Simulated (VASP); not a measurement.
Here is a VASP 6.6.1 calculation.

INCAR

```
PREC = Accurate ; ENCUT = 520
EDIFF = 1E-6 ; ISMEAR = 0
SIGMA = 0.02 ; LREAL = F
LASPH = T ; NELM = 80
ALGO = Normal ; ISIF = 2
LWAVE = F ; LCHARG = T
GGA = PE ; LELF = T
LVHAR = T ; NBANDS = 11
```

KPOINTS

```
regular mesh
0
Gamma
  8 8 8
```

File POSCAR:

```
MgS
1.0
    0.0000000000      2.5886471222      2.5886471222
    2.5886471222      0.0000000000      2.5886471222
    2.5886471222      2.5886471222      0.0000000000
Mg S
1 1
Direct
    0.5000000000      0.5000000000      0.5000000000
    0.0000000000      0.0000000000      0.0000000000
```

Potentials or basis: VASP PAW PBE potentials, release 64 (Mg, S).

Command:

```console
$ cat potpaw_PBE.64/Mg/POTCAR potpaw_PBE.64/S/POTCAR > POTCAR
$ mpirun -np 1 vasp_std > vasp.out
```

(1) Estimate the band gap on the k mesh.

(2) Predict the pressure.

Results:

(1) 2.81 eV, indirect (least direct gap 3.83 eV).

(2) 2.1 GPa.
